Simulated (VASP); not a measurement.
A run of VASP 6.6.1:

Contents of POSCAR:

```
HfMoC2
1.0
    3.1700034083      0.0000000000      0.0000000000
    0.0000000000      3.1700034083      0.0000000000
    0.0000000000      0.0000000000      4.4550613212
Hf Mo C
1 1 2
Direct
    0.0000000000      0.0000000000      0.0000000000
    0.5000000000      0.5000000000      0.5000000000
    0.5000000000      0.5000000000      0.0000000000
    0.0000000000      0.0000000000      0.5000000000
```

Contents of INCAR.step1:

```
  ALGO = Normal
  EDIFF = 1E-4
  ENCUT = 520
  GGA = PE
  ISMEAR = -1
  LASPH = T
  LCHARG = F
  LREAL = F
  LWAVE = T
  NBANDS = 24
  NELM = 100
  PREC = Accurate
  SIGMA = 0.05
```

INCAR.step2

```
  ALGO = Normal
  EDIFF = 1E-6
  ENCUT = 520
  ISIF = 2
  ISMEAR = -1
  ISTART = 1
  LASPH = T
  LCHARG = F
  LMIXTAU = T
  LREAL = F
  LWAVE = F
  METAGGA = R2SCAN
  NBANDS = 24
  NELM = 100
  PREC = Accurate
  SIGMA = 0.05
```

The input KPOINTS:

```
k-points
0
Gamma
  8 8 6
```

Potentials or basis: VASP PAW PBE potentials, release 64 (Hf_pv, Mo_sv, C).

Run with:

```bash
$ cat potpaw_PBE.64/Hf_pv/POTCAR potpaw_PBE.64/Mo_sv/POTCAR potpaw_PBE.64/C/POTCAR > POTCAR
$ cp INCAR.step1 INCAR
$ mpirun -np 1 vasp_std > vasp.out
$ cp INCAR.step2 INCAR
$ mpirun -np 1 vasp_std > vasp.out
```

Hardware: 1 thread of Intel(R) Xeon(R) Platinum 8259CL CPU @ 2.50GHz (Skylake/Cascade Lake), on a shared host.

Q: How long does it take, and how much memory?

A: Wall time 2.3 min on 1 thread of Intel(R) Xeon(R) Platinum 8259CL CPU @ 2.50GHz (Skylake/Cascade Lake), with other jobs on the host, peak memory 0.21 GiB. Counts: k points 60.
